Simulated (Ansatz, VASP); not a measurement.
Two plane-wave programs on Ti

```
Ti
1.0
    -1.84205    1.84205    1.30233
     1.84205   -1.84205    1.30233
     1.84205    1.84205   -1.30233
Ti
1
Direct
  0.00000 0.00000 0.00000
```

Alike in both runs: task single point; functional PBE; k mesh 22 × 22 × 22; occupations gaussian, width 0.15 eV; no spin polarisation.

|  | VASP | Ansatz |
| --- | --- | --- |
| version | VASP 6.6.1 | Ansatz 0.2.0 |
| potentials or method | VASP PAW PBE potentials, release 64 (Ti_sv), cutoff 520 eV | scalar-relativistic, plane waves, PAW |
| valence electrons in the cell | 12 | 12 |

|  | VASP | Ansatz | Ansatz less VASP |
| --- | --- | --- | --- |
| gap on the k mesh at the Fermi level (eV) | none | none | - |
| pressure (GPa) | -2.1 | -1.8 | +0.24 |
| traceless stress, the component that is largest in VASP (GPa) | 11.19 | 11.21 | +0.024 |

A gap of «none» marks a metal or a gap that the smearing closes.
